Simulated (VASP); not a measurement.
# Zn4O (P3m1) in VASP: a series of runs

Runs on Zn4O. Level: PBE. Tasks: single point, relaxation of cell and atoms.

All numbers are computed with VASP 6.6.1; they aren't measurements. Logs are shortened: lines on timing, memory, paths and dates and some standing lists are left out, and cuts for length are marked.

### 1 The cell of the first run

Symmetry: P3m1, No. 156, trigonal system. The conventional cell has a = 3.040 Å, b = 3.040 Å, c = 9.037 Å, α = 90.00°, β = 90.00°, γ = 120.00°. Zn (site symmetry 3m) has 1 O at 1.92 Å within 2.5 Å. Within 2.6 Å of Zn (site symmetry 3m) lie 3 O at 2.00 Å. Zn (site symmetry 3m) has 12 Zn at 2.70 to 3.04 Å and 3 O at 3.56 Å within 3.6 Å. Zn (site symmetry 3m) has 12 Zn at 2.64 to 3.04 Å within 3.5 Å. Within 2.5 Å of O (site symmetry 3m) lie 4 Zn at 1.92 to 2.00 Å.

### 2 Single point, PBE

INCAR reads:

```
PREC = Accurate ; ENCUT = 910
EDIFF = 1E-6 ; ISMEAR = 0
SIGMA = 0.1 ; LREAL = F
LASPH = T ; NELM = 120
ALGO = Normal ; ISIF = 2
LWAVE = F ; LCHARG = F
GGA = PE ; NBANDS = 35
GGA_COMPAT = F
```

KPOINTS reads:

```
Automatic mesh
0
Gamma
  12 12 4
```

POSCAR reads:

```
Zn4O
1.0
    3.0397018791      0.0000000000      0.0000000000
   -1.5198509396      2.6324590472      0.0000000000
    0.0000000000      0.0000000000      9.0370511697
Zn O
4 1
Direct
    0.6666666667      0.3333333333      0.0187892873
    0.0000000000      0.0000000000      0.6999552407
    0.3333333333      0.6666666667      0.4633961236
    0.0000000000      0.0000000000      0.2363102404
    0.6666666667      0.3333333333      0.8060677681
```

Potentials or basis: VASP PAW PBE potentials, release 64 (Zn, O_h).

Command:

```
$ cat potpaw_PBE.64/Zn/POTCAR potpaw_PBE.64/O_h/POTCAR > POTCAR
$ mpirun -np 1 vasp_std > vasp.out
```

OUTCAR:

```text
PREC = Accurate
   ENCUT = 910
   EDIFF = 1E-6
   ISMEAR = 0
   LREAL = F
   LASPH = T
   NELM = 120
   ISIF = 2
   GGA = PE

 ion  position               nearest neighbor table
   1  0.667  0.333  0.019-   5 1.92   4 2.64   4 2.64   4 2.64
   2  0.000  0.000  0.700-   5 2.00   5 2.00   5 2.00   3 2.77   3 2.77   3 2.77
   3  0.333  0.667  0.463-   4 2.70   4 2.70   4 2.70   2 2.77   2 2.77   2 2.77
   4  0.000  0.000  0.236-   1 2.64   1 2.64   1 2.64   3 2.70   3 2.70   3 2.70
   5  0.667  0.333  0.806-   1 1.92   2 2.00   2 2.00   2 2.00

  LATTYP: Found a hexagonal cell.
 ALAT       =     3.0397018791
 C/A-ratio  =     2.9730057516

  Lattice vectors:

 A1 = (   3.0397018791,   0.0000000000,   0.0000000000)
 A2 = (  -1.5198509396,   2.6324590472,   0.0000000000)
 A3 = (   0.0000000000,   0.0000000000,   9.0370511697)

Analysis of symmetry for initial positions (statically):
=====================================================================
 Subroutine PRICEL returns:
 Original cell was already a primitive cell.

 Routine SETGRP: Setting up the symmetry group for a
 hexagonal supercell.

 Subroutine GETGRP returns: Found  6 space group operations
 (whereof  6 operations were pure point group operations)
 out of a pool of 24 trial point group operations.

The static configuration has the point symmetry C_3v.

Analysis of symmetry for dynamics (positions and initial velocities):
=====================================================================
 Subroutine PRICEL returns:
 Original cell was already a primitive cell.

 Routine SETGRP: Setting up the symmetry group for a
 hexagonal supercell.

 Subroutine GETGRP returns: Found  6 space group operations
 (whereof  6 operations were pure point group operations)
 out of a pool of 24 trial point group operations.

The dynamic configuration has the point symmetry C_3v.

 Subroutine INISYM returns: Found  6 space group operations
 (whereof  6 operations are pure point group operations),
 and found     1 'primitive' translations

----------------------------------------------------------------------------------------

                                     Primitive cell

  volume of cell :      72.3135

  direct lattice vectors                    reciprocal lattice vectors
     3.039701879  0.000000000  0.000000000     0.328979630  0.189936478  0.000000000
[... 93 lines left out ...]
   LREAL  =      F    real-space projection
   EDIFFG = 0.1E-04   stopping-criterion for IOM
   NSW    =      0    number of steps for IOM
   IBRION =     -1    ionic relax: 0-MD 1-quasi-New 2-CG
   NFREE  =      0    steps in history (QN), initial steepest desc. (CG)
   ISIF   =      2    stress and relaxation
   ISYM   =      2    0-nonsym 1-usesym 2-fastsym
   POTIM  = 0.5000    time-step for ionic-motion
   TEBEG  =    0.0;   TEEND  =   0.0 temperature during run
   PSTRESS=    0.0 pullay stress
   NELECT =      54.0000    total number of electrons
   NUPDOWN=      -1.0000    fix difference up-down
   EMIN   =  10.00;   EMAX   =-10.00  energy-range for DOS
   EFERMI =   0.00;   METHOD = LEGACY
   ISMEAR =     0;   SIGMA  =   0.10  broadening in eV -4-tet -1-fermi 0-gaus
   EFERMI_NEDOS =   21; number of points for ismear=-14 and -15
   IALGO  =     38    algorithm
   IMIX   =      4    mixing-type and parameters
     AMIX     =   0.40;   BMIX     =  1.00
     AMIX_MAG =   1.60;   BMIX_MAG =  1.00
  volume/ion in A,a.u.               =      14.46        97.60
  Fermi-wavevector in a.u.,A,eV,Ry     =   1.485250  2.806716 30.014021  2.205968
  Thomas-Fermi vector in A             =   2.598685
   LORBIT       =      0    0 simple, 1 ext, 2 COOP (PROOUT), +10 PAW based schemes
   GGA     = PE    functional components
   LHFCALC =     F    Hartree Fock is set to
   AEXX    =    0.0000 exact exchange contribution
   IVDW    =     0    specifies the selected vdW correction
   LEPSILON=     F    determine dielectric tensor
   LRPA    =     F    only Hartree local field effects (RPA)
 non-spin polarized calculation
 Gauss-broadening in eV      SIGMA  =   0.10
  energy-cutoff  :      910.00
  volume of cell :       72.31
 maximum number of plane-waves:      4543
 NGX is ok and might be reduce to    30
   NGX = 15   NGY = 15   NGZ = 45

 number of electron      53.9999989 magnetization

 Free energy of the ion-electron system (eV)
  ---------------------------------------------------
  ext. energy  EPLUGINS =         0.00000000
  ---------------------------------------------------
  free energy    TOTEN  =       -11.55168285 eV

  energy without entropy =      -11.54646376  energy(sigma->0) =      -11.54907331

 E-fermi :   2.7176     XC(G=0): -11.1634

 val. band max:        2.7059415106   @ k =   0.4167   0.1667   0.2500
 cond. band min:       2.7545418784   @ k =   0.2500   0.1667   0.5000
 fundamental gap:      0.0486003678
 Fermi energy:         2.7176469688

 k-point     1 :       0.0000    0.0000    0.0000
  band No.  band energies     occupation
      1     -16.5045      2.00000
      2      -6.4597      2.00000
      3      -5.8550      2.00000
      4      -5.1919      2.00000
      5      -5.0353      2.00000
      6      -4.8986      2.00000
[... 901 lines left out ...]
     34      13.1515      0.00000
     35      13.5457      0.00000

 [... further k-points ...]

------------------------ aborting loop because EDIFF is reached ----------------------------------------

  FORCE on cell =-STRESS in cart. coord.  units (eV):
  Direction    XX          YY          ZZ          XY          YZ          ZX
  --------------------------------------------------------------------------------------
  -------------------------------------------------------------------------------------
  Total        0.1685878      0.1685878      0.2797929     -0.0000000      0.0000000     -0.0000000
  in kB        3.7352295      3.7352295      6.1990894     -0.0000000      0.0000000     -0.0000000
  external PRESSURE =       4.5565162 kB  Pullay stress =       0.0000000 kB

 VOLUME and BASIS-vectors are now :
 -----------------------------------------------------------------------------
  energy-cutoff  :      910.00
  volume of cell :       72.31
      direct lattice vectors                 reciprocal lattice vectors
     3.039701879  0.000000000  0.000000000     0.328979630  0.189936478  0.000000000
    -1.519850940  2.632459047  0.000000000     0.000000000  0.379872956  0.000000000
     0.000000000  0.000000000  9.037051170     0.000000000  0.000000000  0.110655565

 POSITION                                       TOTAL-FORCE (eV/Angst)
 -----------------------------------------------------------------------------------
      1.51985      0.87749      0.16980        -0.000000      0.000000      0.061204
      0.00000      0.00000      6.32553        -0.000000      0.000000     -0.063362
     -0.00000      1.75497      4.18773        -0.000000      0.000000      0.005261
      0.00000      0.00000      2.13555        -0.000000      0.000000      0.003084
      1.51985      0.87749      7.28448         0.000000     -0.000000     -0.006187
 -----------------------------------------------------------------------------------
    total drift:                               -0.000000      0.000000     -0.000355

  FREE ENERGIE OF THE ION-ELECTRON SYSTEM (eV)
  ---------------------------------------------------
  free  energy   TOTEN  =       -11.5516828482 eV

  energy  without entropy=      -11.5464637649  energy(sigma->0) =      -11.54907331
```

OSZICAR:

```text
N       E                     dE             d eps       ncg     rms          rms(c)
DAV:   1     0.505115806092E+03    0.50512E+03   -0.36699E+04  4830   0.341E+03
DAV:   2     0.606650498540E+02   -0.44445E+03   -0.42975E+03  4854   0.598E+02
DAV:   3    -0.937447859280E+01   -0.70040E+02   -0.66885E+02  5589   0.185E+02
DAV:   4    -0.138790269657E+02   -0.45045E+01   -0.44806E+01  5317   0.459E+01
DAV:   5    -0.139375614712E+02   -0.58535E-01   -0.58480E-01  5467   0.468E+00    0.115E+01
DAV:   6    -0.114170912336E+02    0.25205E+01   -0.86621E+00  8108   0.531E+01    0.645E+00
DAV:   7    -0.116011473118E+02   -0.18406E+00   -0.27529E+00  4970   0.165E+01    0.483E+00
DAV:   8    -0.116014219417E+02   -0.27463E-03   -0.92841E-01  6523   0.252E+01    0.171E+00
DAV:   9    -0.115572298431E+02    0.44192E-01   -0.22535E-01  7065   0.101E+01    0.885E-01
DAV:  10    -0.115505262569E+02    0.67036E-02   -0.70072E-02  6324   0.276E+00    0.222E-01
DAV:  11    -0.115519047395E+02   -0.13785E-02   -0.14831E-02  5070   0.117E+00    0.176E-01
DAV:  12    -0.115517220473E+02    0.18269E-03   -0.12959E-03  6003   0.145E+00    0.765E-02
DAV:  13    -0.115517214941E+02    0.55322E-06   -0.32875E-04  5386   0.202E-01    0.475E-02
DAV:  14    -0.115516915704E+02    0.29924E-04   -0.18051E-04  5714   0.537E-01    0.250E-02
DAV:  15    -0.115516818890E+02    0.96814E-05   -0.71654E-05  6889   0.161E-01    0.550E-03
DAV:  16    -0.115516830983E+02   -0.12093E-05   -0.16280E-05  5299   0.358E-02    0.439E-03
DAV:  17    -0.115516828482E+02    0.25008E-06   -0.11833E-06  3495   0.180E-02
   1 F= -.11551683E+02 E0= -.11549073E+02  d E =-.521908E-02
```

Run time: 4.2 min. Hardware: 1 thread of Intel Xeon 6975P-C (Granite Rapids), shared host; peak memory 0.48 GiB.

What came out:

```
Free energy            : -11.5517 eV
Pressure               : 0.5 GPa
Largest force          : 0.063 eV/Å
Band gap on the k mesh : zero (bands 27 and 28 overlap by 1.10 eV)
```

Forces on the atoms (eV/Å):
```
Zn   0.000  0.000  0.061
Zn   0.000  0.000 -0.063
Zn   0.000  0.000  0.005
Zn   0.000  0.000  0.003
O    0.000  0.000 -0.006
```

Stress tensor (GPa, compression positive):
```
0.37 0.00 0.00
0.00 0.37 0.00
0.00 0.00 0.62
```

Caveat: the cutoff is under 1.25 times the usual one of these potentials, so pressure, stress and relaxed cells hold a basis-set (Pulay) error.

(Part 1 of 2 ends here.)
